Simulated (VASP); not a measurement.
# Se (I4/mmm) in VASP: relaxation of cell and atoms with PBEsol

Aim: the relaxation of cell and atoms of Se with PBEsol.

All numbers are computed with VASP 6.6.1; they aren't measurements. Logs are shortened: lines on timing, memory, paths and dates and some standing lists are left out, and cuts for length are marked.

## 1. The cell of the first run

The structure is tetragonal, space group I4/mmm (No. 139). The conventional cell has a = 2.606 Å, b = 2.606 Å, c = 7.020 Å, α = 90.00°, β = 90.00°, γ = 90.00°. Se (site symmetry 4/mmm) has 4 Se at 2.61 Å within 3.4 Å.

## 2. Relaxation of cell and atoms, PBEsol

INCAR reads:

```
  ALGO = Normal
  EDIFF = 1E-7
  EDIFFG = -0.01
  ENCUT = 600
  GGA = PS
  IBRION = 2
  ISIF = 3
  ISMEAR = 0
  LASPH = T
  LCHARG = F
  LREAL = F
  LWAVE = F
  NELM = 80
  NSW = 100
  PREC = Accurate
  SIGMA = 0.1
```

KPOINTS reads:

```
k-points
0
Gamma
  22 22 22
```

POSCAR reads:

```
Se
1.0
   -1.3031135258      1.3031135258      3.5100317196
    1.3031135258     -1.3031135258      3.5100317196
    1.3031135258      1.3031135258     -3.5100317196
Se
1
Direct
    0.0000000000      0.0000000000      0.0000000000
```

Potentials or basis: VASP PAW PBE potentials, release 64 (Se).

Started as:

```
$ cat potpaw_PBE.64/Se/POTCAR > POTCAR
$ mpirun -np 1 vasp_std > vasp.out
```

OUTCAR:

```text
EDIFF = 1E-7
   EDIFFG = -0.01
   ENCUT = 600
   GGA = PS
   IBRION = 2
   ISIF = 3
   ISMEAR = 0
   LASPH = T
   LREAL = F
   NELM = 80
   NSW = 100
   PREC = Accurate

 ion  position               nearest neighbor table
   1  0.000  0.000  0.000-

  LATTYP: Found a body centered tetragonal cell.
 ALAT       =     2.6062270516
 C/A-ratio  =     2.6935732383

  Lattice vectors:

 A1 = (  -1.3031135258,   1.3031135258,   3.5100317196)
 A2 = (   1.3031135258,  -1.3031135258,   3.5100317196)
 A3 = (   1.3031135258,   1.3031135258,  -3.5100317196)

Analysis of symmetry for initial positions (statically):
=====================================================================
 Subroutine PRICEL returns:
 Original cell was already a primitive cell.

 Routine SETGRP: Setting up the symmetry group for a
 body centered tetragonal supercell.

 Subroutine GETGRP returns: Found 16 space group operations
 (whereof 16 operations were pure point group operations)
 out of a pool of 16 trial point group operations.

The static configuration has the point symmetry D_4h.

Analysis of symmetry for dynamics (positions and initial velocities):
=====================================================================
 Subroutine PRICEL returns:
 Original cell was already a primitive cell.

 Routine SETGRP: Setting up the symmetry group for a
 body centered tetragonal supercell.

 Subroutine GETGRP returns: Found 16 space group operations
 (whereof 16 operations were pure point group operations)
 out of a pool of 16 trial point group operations.

The dynamic configuration has the point symmetry D_4h.

 Subroutine INISYM returns: Found 16 space group operations
 (whereof 16 operations are pure point group operations),
 and found     1 'primitive' translations

----------------------------------------------------------------------------------------

                                     Primitive cell

  volume of cell :      23.8416

  direct lattice vectors                    reciprocal lattice vectors
    -1.303113526  1.303113526  3.510031720     0.000000000  0.383696424  0.142448855
     1.303113526 -1.303113526  3.510031720     0.383696424  0.000000000  0.142448855
     1.303113526  1.303113526 -3.510031720     0.383696424  0.383696424  0.000000000

  length of vectors
     3.964408202  3.964408202  3.964408202     0.409285502  0.409285502  0.542628687

  position of ions in fractional coordinates (direct lattice)
     0.000000000  0.000000000  0.000000000

  ion indices of the primitive-cell ions
   primitive index   ion index
                 1           1

----------------------------------------------------------------------------------------

 KPOINTS: k-points

Automatic generation of k-mesh.
 Grid dimensions read from file:
 generate k-points for:   22   22   22

 Generating k-lattice:

  Cartesian coordinates                     Fractional coordinates (reciprocal lattice)
     0.000000000  0.017440747  0.006474948     0.045454545 -0.000000000  0.000000000
     0.017440747  0.000000000  0.006474948    -0.000000000  0.045454545  0.000000000
     0.017440747  0.017440747  0.000000000     0.000000000  0.000000000  0.045454545

  Length of vectors
     0.018603886  0.018603886  0.024664940

  Shift w.r.t. Gamma in fractional coordinates (k-lattice)
     0.000000000  0.000000000  0.000000000

 Subroutine IBZKPT returns following result:
 ===========================================

 Found    834 irreducible k-points:

 Following reciprocal coordinates:
            Coordinates               Weight
  0.000000  0.000000  0.000000      1.000000
  0.045455 -0.000000  0.000000      8.000000
  0.090909 -0.000000  0.000000      8.000000
  0.136364 -0.000000  0.000000      8.000000
  0.181818 -0.000000  0.000000      8.000000
  0.227273 -0.000000  0.000000      8.000000
[... 16 lines left out ...]
  0.500000  0.045455  0.000000     16.000000
 -0.454545  0.045455 -0.000000     16.000000
 [... further k-points ...]
   k-points           NKPTS =    834   k-points in BZ     NKDIM =    834   number of bands    NBANDS=      7
   number of dos      NEDOS =    301   number of ions     NIONS =      1
   total plane-waves  NPLWV =  32768
   dimension x,y,z NGX =    32 NGY =   32 NGZ =   32
   dimension x,y,z NGXF=    64 NGYF=   64 NGZF=   64
   ions per type =               1
   NGX,Y,Z   is equivalent  to a cutoff of  13.42, 13.42, 13.42 a.u.
   NGXF,Y,Z  is equivalent  to a cutoff of  26.84, 26.84, 26.84 a.u.
 SYSTEM =  unknown system
   PREC   = accura    normal or accurate (medium, high low for compatibility)
   ISTART =      0    job   : 0-new  1-cont  2-samecut
   ICHARG =      2    charge: 1-file 2-atom 10-const
   ISPIN  =      1    spin polarized calculation?
   LNONCOLLINEAR =      F non collinear calculations
   LSORBIT =      F    spin-orbit coupling
   LASPH  =      T    aspherical Exc in radial PAW
   ENCUT  =  600.0 eV  44.10 Ry    6.64 a.u.   7.92  7.92  7.92*2*pi/ulx,y,z
   NELM   =     80;   NELMIN=  2; NELMDL= -5     # of ELM steps
   EDIFF  = 0.1E-06   stopping-criterion for ELM
   LREAL  =      F    real-space projection
   EDIFFG = -.1E-01   stopping-criterion for IOM
   NSW    =    100    number of steps for IOM
   IBRION =      2    ionic relax: 0-MD 1-quasi-New 2-CG
   NFREE  =      1    steps in history (QN), initial steepest desc. (CG)
   ISIF   =      3    stress and relaxation
   ISYM   =      2    0-nonsym 1-usesym 2-fastsym
   POTIM  = 0.5000    time-step for ionic-motion
   TEBEG  =    0.0;   TEEND  =   0.0 temperature during run
   PSTRESS=    0.0 pullay stress
   NELECT =       6.0000    total number of electrons
   NUPDOWN=      -1.0000    fix difference up-down
   EMIN   =  10.00;   EMAX   =-10.00  energy-range for DOS
   EFERMI =   0.00;   METHOD = LEGACY
   ISMEAR =     0;   SIGMA  =   0.10  broadening in eV -4-tet -1-fermi 0-gaus
   EFERMI_NEDOS =   21; number of points for ismear=-14 and -15
   IALGO  =     38    algorithm
   IMIX   =      4    mixing-type and parameters
     AMIX     =   0.40;   BMIX     =  1.00
     AMIX_MAG =   1.60;   BMIX_MAG =  1.00
  volume/ion in A,a.u.               =      23.84       160.89
  Fermi-wavevector in a.u.,A,eV,Ry     =   1.033586  1.953195 14.535112  1.068301
  Thomas-Fermi vector in A             =   2.167840
   LORBIT       =      0    0 simple, 1 ext, 2 COOP (PROOUT), +10 PAW based schemes
   GGA     = PS    functional components
   LHFCALC =     F    Hartree Fock is set to
   AEXX    =    0.0000 exact exchange contribution
   IVDW    =     0    specifies the selected vdW correction
   LEPSILON=     F    determine dielectric tensor
   LRPA    =     F    only Hartree local field effects (RPA)
 conjugate gradient relaxation of ions
 non-spin polarized calculation
 Gauss-broadening in eV      SIGMA  =   0.10
  energy-cutoff  :      600.00
  volume of cell :       23.84
 maximum number of plane-waves:       817
   NGX = 15   NGY = 15   NGZ = 15

--------------------------------------- Ionic step        1  -------------------------------------------

 number of electron       6.0000000 magnetization

 Free energy of the ion-electron system (eV)
  ---------------------------------------------------
  ext. energy  EPLUGINS =         0.00000000
  ---------------------------------------------------
  free energy    TOTEN  =        -3.65430069 eV

  energy without entropy =       -3.65088008  energy(sigma->0) =       -3.65259039

------------------------ aborting loop because EDIFF is reached ----------------------------------------

  FORCE on cell =-STRESS in cart. coord.  units (eV):
  Direction    XX          YY          ZZ          XY          YZ          ZX
  --------------------------------------------------------------------------------------
  -------------------------------------------------------------------------------------
  Total       -0.0077347     -0.0077347      0.1450730      0.0000000      0.0000000      0.0000000
  in kB       -0.5197763     -0.5197763      9.7490383      0.0000000      0.0000000      0.0000000
  external PRESSURE =       2.9031619 kB  Pullay stress =       0.0000000 kB
[... 195 lines left out ...]
  energy  without entropy=       -3.6531687996  energy(sigma->0) =       -3.65503598

--------------------------------------- Ionic step        7  -------------------------------------------

 number of electron       6.0000000 magnetization

 Free energy of the ion-electron system (eV)
  ---------------------------------------------------
  ext. energy  EPLUGINS =         0.00000000
  ---------------------------------------------------
  free energy    TOTEN  =        -3.65740476 eV

  energy without entropy =       -3.65369955  energy(sigma->0) =       -3.65555216

 E-fermi :   3.0402     XC(G=0):  -9.4595

 val. band max:        3.0305535027   @ k =  -0.3182  -0.3636   0.1818
 cond. band min:       3.0452357454   @ k =   0.5000   0.2727   0.0000
 fundamental gap:      0.0146822427
 Fermi energy:         3.0402447902

 k-point     1 :       0.0000    0.0000    0.0000
  band No.  band energies     occupation
      1     -12.8080      2.00000
      2       0.4750      2.00000
      3       7.1426      0.00000
      4       7.2916      0.00000
      5       7.2916      0.00000
      6      13.0710      0.00000
      7      15.6136      0.00000
[... 221 lines left out ...]
 k-point    24 :      -0.4545    0.0455   -0.0000
  band No.  band energies     occupation
      1      -9.5816      2.00000
      2      -3.5679      2.00000
      3       1.9388      2.00000
      4       8.3866      0.00000
      5       8.8603      0.00000
      6      14.3086      0.00000
      7      17.2004      0.00000

 [... further k-points ...]

------------------------ aborting loop because EDIFF is reached ----------------------------------------

  FORCE on cell =-STRESS in cart. coord.  units (eV):
  Direction    XX          YY          ZZ          XY          YZ          ZX
  --------------------------------------------------------------------------------------
  -------------------------------------------------------------------------------------
  Total        0.0032497      0.0032497     -0.0030602      0.0000000     -0.0000000      0.0000000
  in kB        0.2083202      0.2083202     -0.1961735      0.0000000     -0.0000000      0.0000000
  external PRESSURE =       0.0734890 kB  Pullay stress =       0.0000000 kB
[... 16 lines left out ...]
  FREE ENERGIE OF THE ION-ELECTRON SYSTEM (eV)
  ---------------------------------------------------
  free  energy   TOTEN  =        -3.6574047619 eV

  energy  without entropy=       -3.6536995494  energy(sigma->0) =       -3.65555216

 reached required accuracy - stopping structural energy minimisation
```

Wall time 5.1 min (1 thread of Intel Xeon 6975P-C (Granite Rapids), shared host); peak memory 0.32 GiB.

What came out:

```yaml
Free_energy: -3.6574 eV
Relaxed_volume: 24.99 Å³/atom
Relaxed_cell: a = 4.117 Å, b = 4.117 Å, c = 4.117 Å, α = 143.11°, β = 143.11°, γ = 53.17°
Space_group_after_relaxing_to_0.1_Å: I4/mmm (No. 139)
Energy_gained_by_relaxing: 3.1 meV/atom
Ionic_steps: 7
Pressure_after_relaxing: 0.0 GPa
Band_gap_on_the_k_mesh: zero (bands 3 and 4 overlap by 5.69 eV)
```

Step by step:
| step | energy change (eV) | largest force (eV/Å) | pressure (GPa) | volume (Å³) |
| --- | --- | --- | --- | --- |
| 1 | 0.0000 | 0.0000 | 0.29 | 23.84 |
| 2 | -0.0009 | 0.0000 | 0.30 | 23.99 |
| 3 | -0.0026 | 0.0000 | 0.35 | 24.44 |
| 4 | -0.0020 | 0.0000 | 0.57 | 25.32 |
| 5 | -0.0029 | 0.0000 | 0.43 | 24.80 |
| 6 | -0.0026 | 0.0000 | -0.62 | 25.29 |
| 7 | -0.0031 | 0.0000 | 0.01 | 24.99 |

Final structure:
```xyz
1
Lattice="-1.3027 1.3027 3.6817 1.3027 -1.3027 3.6817 1.3027 1.3027 -3.6817" Properties=species:S:1:pos:R:3 pbc="T T T"
Se    0.0000    0.0000    0.0000
```

Caveat: the PAW data sets were made with another functional, which shifts forces and pressure a little.
